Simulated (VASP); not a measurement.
## KBr: single point with PBE

The system is KBr.

```xyz
2
Lattice="5.0408 0.0000 0.0000 -2.5204 4.3655 0.0000 0.0000 0.0000 5.9176" Properties=species:S:1:pos:R:3 pbc="T T T"
K     0.0000    0.0000    2.9588
Br    0.0000    0.0000    0.0000
```

```json
{"Program": "VASP 6.6.1", "Task": "single point", "Functional": "PBE", "Potentials or basis": "VASP PAW PBE potentials, release 64 (K_sv, Br)", "Cutoff": "500 eV", "k mesh": "4 × 4 × 3", "Occupations": "gaussian, width 0.15 eV", "Spin": "no spin polarisation", "Dipole correction": "no", "Further INCAR settings": "ALGO = Normal; EDIFF = 1e-06; NBANDS = 15"}
```

```yaml
Pressure: 0.5 GPa
Band_gap_on_the_k_mesh: 2.56 eV, direct
```

Stress tensor (GPa, compression positive):
```
0.73 0.00 0.00
0.00 0.73 0.00
0.00 0.00 0.12
```

Levels at points of the mesh, in eV from the valence-band top:
```csv
k point,band 5,band 6,band 7,band 8,band 9,band 10,band 11,band 12
"(0.00, 0.00, 0.00)",-12.21,-0.50,0.00,0.00,2.56,6.80,6.80,7.35
"(0.50, 0.00, 0.00)",-12.18,-0.52,-0.41,-0.11,4.45,5.19,6.00,7.22
```

It took 46 s on 1 thread of Intel Xeon 8259CL, on a shared host, peak memory 0.25 GiB.

PBE gaps usually lie below the measured ones, often by a third to a half.
